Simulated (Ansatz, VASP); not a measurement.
# CuAu: VASP beside Ansatz

Contents of INCAR:

```
SYSTEM = CuAu
PREC = Accurate ; ENCUT = 520
EDIFF = 1E-6 ; ISMEAR = -1
SIGMA = 0.08 ; LREAL = .False.
LASPH = .True. ; NELM = 100
ALGO = Normal ; ISIF = 2
LWAVE = .False. ; LCHARG = .False.
GGA = PE ; NBANDS = 18
```

File KPOINTS:

```
regular mesh
0
Gamma
  12 12 9
  0 0 0
```

File POSCAR:

```
CuAu
1.0
    2.7433273375      0.0000000000      0.0000000000
    0.0000000000      2.7433273375      0.0000000000
    0.0000000000      0.0000000000      3.5957183317
Cu Au
1 1
Direct
    0.5000000000      0.5000000000      0.5000000000
    0.0000000000      0.0000000000      0.0000000000
```

Input for Ansatz:

```yaml
crystal:
  lattice:
    - [2.7433273375, 0.0, 0.0]
    - [0.0, 2.7433273375, 0.0]
    - [0.0, 0.0, 3.5957183317]
  atoms:
    - { symbol: Cu, position: [0.5, 0.5, 0.5] }
    - { symbol: Au, position: [0.0, 0.0, 0.0] }
kpoints:
  mp_grid: { grid: [12, 12, 9] }
scf:
  occupations: { method: fermi_dirac, width: 0.08 }
hamiltonian:
  xc: pbe
  pseudopotentials: { kind: all_electron, lapw: { basis_error: 0.0005 } }
output:
  forces: true
  stress: true
  eigenvalues: true
```

Change from the starting cell: volume scaled by 0.9405.

Alike in both runs: task single point; functional PBE; k mesh 12 × 12 × 9; occupations fermi-dirac, width 0.08 eV; no spin polarisation.

|  | VASP | Ansatz |
| --- | --- | --- |
| version | VASP 6.6.1 | Ansatz 0.2.0 |
| potentials or method | VASP PAW PBE potentials, release 64 (Cu, Au), cutoff 520 eV | all-electron LAPW, scalar-relativistic |

|  | VASP | Ansatz | Ansatz less VASP |
| --- | --- | --- | --- |
| pressure (GPa) | 19.2 | 19.4 | +0.15 |
| traceless stress, the component that is largest in VASP (GPa) | -1.10 | -1.16 | -0.054 |

Ansatz ran all-electron here, and VASP with PAW potentials.

Spin-orbit coupling is off throughout.
